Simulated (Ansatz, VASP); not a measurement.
**AlMoO in VASP and in Ansatz**

```
CELL_PARAMETERS angstrom
2.81608 4.87758 0.00000
-2.81608 4.87758 0.00000
0.00000 0.00000 3.55938
ATOMIC_POSITIONS crystal
Al 0.25034 0.74966 0.00000
Al 0.74966 0.00000 0.00000
Al 0.00000 0.25034 0.00000
Mo 0.58647 0.41353 0.50000
Mo 0.41353 0.00000 0.50000
Mo 0.00000 0.58647 0.50000
O 0.33333 0.33334 0.00000
O 0.66667 0.66666 0.00000
O 0.00000 0.00000 0.50000
```

Alike in both runs: task single point; functional PBE; k mesh 4 × 4 × 5; no spin polarisation; Hubbard terms Mo d U = 8.0 eV.

|  | VASP | Ansatz |
| --- | --- | --- |
| version | VASP 6.6.1 | Ansatz 0.2.0 |
| potentials or method | VASP PAW PBE potentials, release 64 (Al, Mo_sv, O), cutoff 600 eV | PAW plane waves |
| occupations | fermi-dirac, width 0.1 eV | fermi-dirac |
| valence electrons in the cell | 69 | 69 |

```csv
,VASP,Ansatz,Ansatz less VASP
gap on the k mesh at the Fermi level (eV),none,none,-
rms of the force components (eV/Å),0.725,0.812,+0.0873
```

The programs project onto different local orbitals, so the same U acts differently, and such runs can settle in different states. Atom by atom the forces differ by 0.202 eV/Å (rms over components). A gap of «none» marks a metal or a gap that the smearing closes. Ansatz's warnings: filled band counts differ across k points, structure snapped to symmetry.
